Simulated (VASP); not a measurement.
# Pd (Im-3m) in VASP: notebook, part 2 of 2

VASP 6.6.1. The steps go on from the part before.

## Step 3: Single point, PBEsol, non-collinear spin, zero start, spin-orbit coupling

INCAR

```
ALGO = Normal ; EDIFF = 1E-6
ENCUT = 520 ; GGA = PS
GGA_COMPAT = False ; ISIF = 2
ISMEAR = -1 ; LASPH = True
LCHARG = True ; LMAXMIX = 4
LNONCOLLINEAR = True ; LORBIT = 11
LORBMOM = True ; LREAL = False
LSORBIT = True ; LVHAR = True
LWAVE = False ; MAGMOM = 0 0 0
NBANDS = 21 ; NELM = 150
PREC = Accurate ; SIGMA = 0.05
```

KPOINTS

```
k-points
0
Gamma
  9 9 9
```

POSCAR

```
Pd
1.0
   -1.5722810000      1.5722810000      1.5722810000
    1.5722810000     -1.5722810000      1.5722810000
    1.5722810000      1.5722810000     -1.5722810000
Pd
1
Direct
    0.0000000000      0.0000000000      0.0000000000
```

Potentials or basis: VASP PAW PBE potentials, release 64 (Pd).

Command:

```sh
$ cat potpaw_PBE.64/Pd/POTCAR > POTCAR
$ mpirun -np 1 vasp_ncl > vasp.out
```

OUTCAR:

```text
EDIFF = 1E-6
   ENCUT = 520
   GGA = PS
   ISIF = 2
   ISMEAR = -1
   LASPH = True
   LNONCOLLINEAR = True
   LORBIT = 11
   LREAL = False
   LSORBIT = True
   NELM = 150
   PREC = Accurate

 ion  position               nearest neighbor table
   1  0.000  0.000  0.000-

  LATTYP: Found a body centered cubic cell.
 ALAT       =     3.1445620000

  Lattice vectors:

 A1 = (  -1.5722810000,   1.5722810000,   1.5722810000)
 A2 = (   1.5722810000,  -1.5722810000,   1.5722810000)
 A3 = (   1.5722810000,   1.5722810000,  -1.5722810000)

Analysis of symmetry for initial positions (statically):
=====================================================================
 Subroutine PRICEL returns:
 Original cell was already a primitive cell.

 Routine SETGRP: Setting up the symmetry group for a
 body centered cubic supercell.

 Subroutine GETGRP returns: Found 48 space group operations
[... 9 lines left out ...]

 Routine SETGRP: Setting up the symmetry group for a
 body centered cubic supercell.

 Subroutine GETGRP returns: Found 48 space group operations
 (whereof 48 operations were pure point group operations)
 out of a pool of 48 trial point group operations.

The dynamic configuration has the point symmetry O_h .

Analysis of structural, dynamic, and magnetic symmetry:
[... 768 lines left out ...]

  FREE ENERGIE OF THE ION-ELECTRON SYSTEM (eV)
  ---------------------------------------------------
  free  energy   TOTEN  =        -5.9335619768 eV

  energy  without entropy=       -5.9269064111  energy(sigma->0) =       -5.93023419

 orbital moment (x)

 # of ion     p       d       tot
 ----------------------------------------
  1         0.000  -0.000  -0.000
 ----------------------------------------
            0.000  -0.000  -0.000

 orbital moment (y)

 # of ion     p       d       tot
 ----------------------------------------
  1         0.000  -0.000  -0.000
 ----------------------------------------
            0.000  -0.000  -0.000

 orbital moment (z)

 # of ion     p       d       tot
 ----------------------------------------
  1         0.000   0.000   0.000
 ----------------------------------------
            0.000   0.000   0.000

 Spin-Orbit-Coupling matrix elements

 Ion:    1  E_soc:     -0.0829871
 l=   1
     0.0000000    -0.0023172    -0.0023172
    -0.0023172     0.0000000    -0.0023172
    -0.0023172    -0.0023172     0.0000000
 l=   2
     0.0000000    -0.0030104     0.0000000    -0.0030104    -0.0085035
    -0.0030104     0.0000000    -0.0063776    -0.0030104    -0.0021259
     0.0000000    -0.0063776     0.0000000    -0.0063776     0.0000000
    -0.0030104    -0.0030104    -0.0063776     0.0000000    -0.0021259
    -0.0085035    -0.0021259     0.0000000    -0.0021259     0.0000000
 l=   3
     0.0000000     0.0000000     0.0000000     0.0000000     0.0000000     0.0000000     0.0000000
     0.0000000     0.0000000     0.0000000     0.0000000     0.0000000     0.0000000     0.0000000
     0.0000000     0.0000000     0.0000000     0.0000000     0.0000000     0.0000000     0.0000000
     0.0000000     0.0000000     0.0000000     0.0000000     0.0000000     0.0000000     0.0000000
     0.0000000     0.0000000     0.0000000     0.0000000     0.0000000     0.0000000     0.0000000
     0.0000000     0.0000000     0.0000000     0.0000000     0.0000000     0.0000000     0.0000000
     0.0000000     0.0000000     0.0000000     0.0000000     0.0000000     0.0000000     0.0000000

 total charge

# of ion       s       p       d       tot
------------------------------------------
    1        0.455   0.424   8.450   9.329

 magnetization (x)

# of ion       s       p       d       tot
------------------------------------------
    1        0.000   0.000   0.000   0.000

 magnetization (y)

# of ion       s       p       d       tot
------------------------------------------
    1       -0.000  -0.000  -0.000  -0.000

 magnetization (z)

# of ion       s       p       d       tot
------------------------------------------
    1        0.000   0.000   0.000   0.000
```

OSZICAR:

```text
N       E                     dE             d eps       ncg     rms          rms(c)
DAV:   1     0.564696404366E+02    0.56470E+02   -0.48413E+03  1470   0.912E+02
DAV:   2    -0.484543589538E+01   -0.61315E+02   -0.57184E+02  1655   0.224E+02
DAV:   3    -0.627125447312E+01   -0.14258E+01   -0.14107E+01  1698   0.357E+01
DAV:   4    -0.628144749054E+01   -0.10193E-01   -0.10191E-01  1784   0.309E+00
DAV:   5    -0.628161082370E+01   -0.16333E-03   -0.16333E-03  1796   0.395E-01    0.725E+00
DAV:   6    -0.594665404602E+01    0.33496E+00   -0.66228E-01  1745   0.104E+01    0.324E+00
DAV:   7    -0.593768209823E+01    0.89719E-02   -0.91111E-03  1847   0.900E-01    0.181E+00
DAV:   8    -0.593356560284E+01    0.41165E-02   -0.76694E-04  1801   0.254E-01    0.468E-01
DAV:   9    -0.593355876832E+01    0.68345E-05   -0.17174E-05  2009   0.344E-02    0.306E-02
DAV:  10    -0.593356083754E+01   -0.20692E-05   -0.97193E-07  1473   0.132E-02    0.132E-02
DAV:  11    -0.593356201728E+01   -0.11797E-05   -0.74108E-07  1571   0.888E-03    0.133E-03
DAV:  12    -0.593356197679E+01    0.40491E-07   -0.26200E-08  1100   0.153E-03
   1 F= -.59335620E+01 E0= -.59302342E+01  d E =-.665557E-02  mag=    -0.0000     0.0000    -0.0000
```

It took 11 s on 1 thread of AMD EPYC 9R45 (Zen 5), shared host; peak memory 0.13 GiB.

What came out:

```
Free energy                                           : -5.9336 eV
Pressure                                              : -10.3 GPa
Net moment                                            : 0.00 μB per cell
Valence electrons inside the program's atomic spheres : Pd 9.33
```

Moments on the atoms (μB; x, y, z):
```
Pd  0.00 0.00 0.00
```

Caveat: the PAW data sets were made with another functional, which shifts forces and pressure a little.

## Step 4: Single point, LDA, non-collinear spin, zero start, spin-orbit coupling

INCAR

```
SYSTEM = Pd
  PREC = Accurate
  ENCUT = 520
  EDIFF = 1E-7
  ISMEAR = -1
  SIGMA = 0.05
  LREAL = .FALSE.
  LASPH = .TRUE.
  NELM = 150
  ALGO = Normal
  ISIF = 2
  LWAVE = .FALSE.
  LCHARG = .FALSE.
  MAGMOM = 0 0 0
  LORBIT = 11
  LSORBIT = .TRUE.
  GGA_COMPAT = .FALSE.
  LORBMOM = .TRUE.
  LMAXMIX = 4
  GGA = CA
  NBANDS = 21
```

KPOINTS

```
Automatic mesh
0
G
  9 9 9
  0 0 0
```

POSCAR is that of step 3.

Potentials or basis: VASP PAW LDA potentials, release 64 (Pd).

Command:

```sh
$ cat potpaw_LDA.64/Pd/POTCAR > POTCAR
$ mpirun -np 1 vasp_ncl > vasp.out
```

OUTCAR:

```text
SYSTEM = Pd
   PREC = Accurate
   ENCUT = 520
   EDIFF = 1E-7
   ISMEAR = -1
   LREAL = .FALSE.
   LASPH = .TRUE.
   NELM = 150
   ISIF = 2
   LORBIT = 11
   LSORBIT = .TRUE.
   GGA = CA

 ion  position               nearest neighbor table
   1  0.000  0.000  0.000-

  LATTYP: Found a body centered cubic cell.
 ALAT       =     3.1445620000

  Lattice vectors:

 A1 = (  -1.5722810000,   1.5722810000,   1.5722810000)
 A2 = (   1.5722810000,  -1.5722810000,   1.5722810000)
 A3 = (   1.5722810000,   1.5722810000,  -1.5722810000)

Analysis of symmetry for initial positions (statically):
=====================================================================
 Subroutine PRICEL returns:
 Original cell was already a primitive cell.

 Routine SETGRP: Setting up the symmetry group for a
 body centered cubic supercell.

 Subroutine GETGRP returns: Found 48 space group operations
[... 9 lines left out ...]

 Routine SETGRP: Setting up the symmetry group for a
 body centered cubic supercell.

 Subroutine GETGRP returns: Found 48 space group operations
 (whereof 48 operations were pure point group operations)
 out of a pool of 48 trial point group operations.

The dynamic configuration has the point symmetry O_h .

Analysis of structural, dynamic, and magnetic symmetry:
=====================================================================
 Subroutine PRICEL returns:
 Original cell was already a primitive cell.

 Routine SETGRP: Setting up the symmetry group for a
 body centered cubic supercell.

 Subroutine GETGRP returns: Found 48 space group operations
 (whereof 48 operations were pure point group operations)
 out of a pool of 48 trial point group operations.

The overall configuration has the point symmetry O_h .

 Subroutine INISYM returns: Found 48 space group operations
[... 5 lines left out ...]
                                     Primitive cell

  volume of cell :      15.5471

  direct lattice vectors                    reciprocal lattice vectors
    -1.572281000  1.572281000  1.572281000     0.000000000  0.318009313  0.318009313
     1.572281000 -1.572281000  1.572281000     0.318009313  0.000000000  0.318009313
     1.572281000  1.572281000 -1.572281000     0.318009313  0.318009313  0.000000000

  length of vectors
     2.723270576  2.723270576  2.723270576     0.449733083  0.449733083  0.449733083

  position of ions in fractional coordinates (direct lattice)
     0.000000000  0.000000000  0.000000000

  ion indices of the primitive-cell ions
   primitive index   ion index
                 1           1

----------------------------------------------------------------------------------------

 KPOINTS: Automatic mesh

Automatic generation of k-mesh.
 Grid dimensions read from file:
 generate k-points for:    9    9    9

 Generating k-lattice:

  Cartesian coordinates                     Fractional coordinates (reciprocal lattice)
     0.000000000  0.035334368  0.035334368     0.111111111  0.000000000  0.000000000
     0.035334368  0.000000000  0.035334368     0.000000000  0.111111111  0.000000000
[... 74 lines left out ...]
   EFERMI_NEDOS =   21; number of points for ismear=-14 and -15
   IALGO  =     38    algorithm
   IMIX   =      4    mixing-type and parameters
     AMIX     =   0.40;   BMIX     =  1.00
     AMIX_MAG =   1.60;   BMIX_MAG =  1.00
  volume/ion in A,a.u.               =      15.55       104.92
  Fermi-wavevector in a.u.,A,eV,Ry     =   1.413160  2.670485 27.171123  1.997021
  Thomas-Fermi vector in A             =   2.534834
   LORBIT       =     11    0 simple, 1 ext, 2 COOP (PROOUT), +10 PAW based schemes
   GGA     = CA    functional components
   LHFCALC =     F    Hartree Fock is set to
   AEXX    =    0.0000 exact exchange contribution
   IVDW    =     0    specifies the selected vdW correction
   LEPSILON=     F    determine dielectric tensor
   LRPA    =     F    only Hartree local field effects (RPA)
  energy-cutoff  :      520.00
  volume of cell :       15.55
 maximum number of plane-waves:       864
   NGX = 11   NGY = 11   NGZ = 11

 number of electron      10.0000000 magnetization       0.0000000      0.0000000      0.0000000

 number of electron      10.0000005 magnetization       0.0000000     -0.0000000      0.0000000

 number of electron      10.0000005 magnetization      -0.0000000      0.0000000     -0.0000000

 Free energy of the ion-electron system (eV)
  ---------------------------------------------------
  ext. energy  EPLUGINS =         0.00000000
  ---------------------------------------------------
  free energy    TOTEN  =        -6.43023892 eV

  energy without entropy =       -6.42360556  energy(sigma->0) =       -6.42692224

 E-fermi :   8.7120     XC(G=0): -13.1957

 val. band max:        8.6308335433   @ k =  -0.4444   0.4444   0.4444
 cond. band min:       8.8052091325   @ k =  -0.4444  -0.4444   0.3333
 fundamental gap:      0.1743755892
 Fermi energy:         8.7120368365

 k-point     1 :       0.0000    0.0000    0.0000
  band No.  band energies     occupation
      1       1.8868      1.00000
      2       1.8868      1.00000
      3       5.8299      1.00000
      4       5.8299      1.00000
      5       5.8299      1.00000
      6       5.8299      1.00000
[... 565 lines left out ...]
     20      31.4759      0.00000
     21      32.3742      0.00000

 [... further k-points ...]
[... 5 lines left out ...]
  --------------------------------------------------------------------------------------
  -------------------------------------------------------------------------------------
  Total       -1.4677167     -1.4677167     -1.4677167     -0.0000000     -0.0000000      0.0000000
  in kB     -151.2524223   -151.2524223   -151.2524223     -0.0000000     -0.0000000      0.0000000
  external PRESSURE =    -151.2524223 kB  Pullay stress =       0.0000000 kB

 VOLUME and BASIS-vectors are now :
 -----------------------------------------------------------------------------
  energy-cutoff  :      520.00
  volume of cell :       15.55
      direct lattice vectors                 reciprocal lattice vectors
    -1.572281000  1.572281000  1.572281000     0.000000000  0.318009313  0.318009313
     1.572281000 -1.572281000  1.572281000     0.318009313  0.000000000  0.318009313
     1.572281000  1.572281000 -1.572281000     0.318009313  0.318009313  0.000000000

 POSITION                                       TOTAL-FORCE (eV/Angst)
 -----------------------------------------------------------------------------------
      0.00000      0.00000      0.00000        -0.000000      0.000000     -0.000000
 -----------------------------------------------------------------------------------
    total drift:                                0.000000     -0.000000      0.000000

  FREE ENERGIE OF THE ION-ELECTRON SYSTEM (eV)
  ---------------------------------------------------
  free  energy   TOTEN  =        -6.4302389156 eV

  energy  without entropy=       -6.4236055608  energy(sigma->0) =       -6.42692224

 orbital moment (x)

 # of ion     p       d       tot
 ----------------------------------------
  1         0.000   0.000   0.000
 ----------------------------------------
            0.000   0.000   0.000

 orbital moment (y)

 # of ion     p       d       tot
 ----------------------------------------
  1         0.000  -0.000  -0.000
 ----------------------------------------
            0.000  -0.000  -0.000

 orbital moment (z)

 # of ion     p       d       tot
 ----------------------------------------
  1         0.000   0.000   0.000
 ----------------------------------------
            0.000   0.000   0.000

 Spin-Orbit-Coupling matrix elements

 Ion:    1  E_soc:     -0.0850083
 l=   1
     0.0000000    -0.0024063    -0.0024063
    -0.0024063     0.0000000    -0.0024063
    -0.0024063    -0.0024063     0.0000000
 l=   2
     0.0000000    -0.0030674     0.0000000    -0.0030674    -0.0086943
    -0.0030674     0.0000000    -0.0065207    -0.0030674    -0.0021736
     0.0000000    -0.0065207     0.0000000    -0.0065207     0.0000000
    -0.0030674    -0.0030674    -0.0065207     0.0000000    -0.0021736
    -0.0086943    -0.0021736     0.0000000    -0.0021736     0.0000000
 l=   3
     0.0000000     0.0000000     0.0000000     0.0000000     0.0000000     0.0000000     0.0000000
     0.0000000     0.0000000     0.0000000     0.0000000     0.0000000     0.0000000     0.0000000
     0.0000000     0.0000000     0.0000000     0.0000000     0.0000000     0.0000000     0.0000000
     0.0000000     0.0000000     0.0000000     0.0000000     0.0000000     0.0000000     0.0000000
     0.0000000     0.0000000     0.0000000     0.0000000     0.0000000     0.0000000     0.0000000
     0.0000000     0.0000000     0.0000000     0.0000000     0.0000000     0.0000000     0.0000000
     0.0000000     0.0000000     0.0000000     0.0000000     0.0000000     0.0000000     0.0000000

 total charge

# of ion       s       p       d       tot
------------------------------------------
    1        0.465   0.425   8.452   9.341

 magnetization (x)

# of ion       s       p       d       tot
------------------------------------------
    1        0.000   0.000  -0.000   0.000

 magnetization (y)

# of ion       s       p       d       tot
------------------------------------------
    1       -0.000  -0.000   0.000  -0.000

 magnetization (z)

# of ion       s       p       d       tot
------------------------------------------
    1        0.000   0.000   0.000   0.000
```

OSZICAR:

```text
N       E                     dE             d eps       ncg     rms          rms(c)
DAV:   1     0.564219676982E+02    0.56422E+02   -0.48385E+03  1470   0.912E+02
DAV:   2    -0.530260238467E+01   -0.61725E+02   -0.57539E+02  1650   0.224E+02
DAV:   3    -0.672585731662E+01   -0.14233E+01   -0.14081E+01  1703   0.358E+01
DAV:   4    -0.673600681414E+01   -0.10149E-01   -0.10148E-01  1787   0.307E+00
DAV:   5    -0.673617209634E+01   -0.16528E-03   -0.16528E-03  1835   0.396E-01    0.704E+00
DAV:   6    -0.644472840567E+01    0.29144E+00   -0.55615E-01  1765   0.959E+00    0.334E+00
DAV:   7    -0.643475623061E+01    0.99722E-02   -0.76309E-03  1852   0.850E-01    0.185E+00
DAV:   8    -0.643024316600E+01    0.45131E-02   -0.83936E-04  1806   0.285E-01    0.418E-01
DAV:   9    -0.643023470321E+01    0.84628E-05   -0.15047E-05  2017   0.333E-02    0.278E-02
DAV:  10    -0.643023857757E+01   -0.38744E-05   -0.12239E-06  1822   0.147E-02    0.128E-02
DAV:  11    -0.643023891899E+01   -0.34142E-06   -0.84487E-07  1795   0.101E-02    0.130E-03
DAV:  12    -0.643023891559E+01    0.34020E-08   -0.62705E-09  1188   0.831E-04
   1 F= -.64302389E+01 E0= -.64269222E+01  d E =-.663335E-02  mag=    -0.0000     0.0000    -0.0000
```

stdout:

```text
POSCAR found type information on POSCAR Pd
 POSCAR found :  1 types and       1 ions
 scaLAPACK will be used
 LDA part: xc-table for (Slater(with rela. corr.)+CA(PZ))
 , standard interpolation
 POSCAR, INCAR and KPOINTS ok, starting setup
 FFT: planning ... GRIDC
 FFT: planning ... GRID_SOFT
 FFT: planning ... GRID
 WAVECAR not read
 entering main loop
```

Run time: 11 s. Hardware: 1 thread of AMD EPYC 9R45 (Zen 5), shared host; peak memory 0.12 GiB.

What came out:

```yaml
Free_energy: -6.4302 eV
Pressure: -15.1 GPa
Net_moment: 0.00 μB per cell
Valence_electrons_inside_the_program's_atomic_spheres: Pd 9.34
```

Moments on the atoms (μB; x, y, z):
```
Pd  0.00 0.00 0.00
```

## Step 5: Summary

| task | level | potentials or basis | spin | cell | k mesh | cutoff (eV) | pressure (GPa) | moment (μB) |
| --- | --- | --- | --- | --- | --- | --- | --- | --- |
| relaxation of cell and atoms | revPBE | VASP PAW PBE potentials, release 64 (Pd) | off | relaxed | 12 × 12 × 12 | 600 | -0.1 | - |
| single point | PBEsol | VASP PAW PBE potentials, release 64 (Pd) | non-collinear, zero start, SOC | as given | 9 × 9 × 9 | 520 | -10.3 | 0.00 |
| single point | LDA | VASP PAW LDA potentials, release 64 (Pd) | non-collinear, zero start, SOC | as given | 9 × 9 × 9 | 520 | -15.1 | 0.00 |

Alike in all rows: smearing fermi-dirac 0.05 eV.

Caveats: the PAW data sets were made with another functional, which shifts forces and pressure a little (some runs).

Total energies depend on the potentials used, so only differences within one code and one set of settings carry meaning.
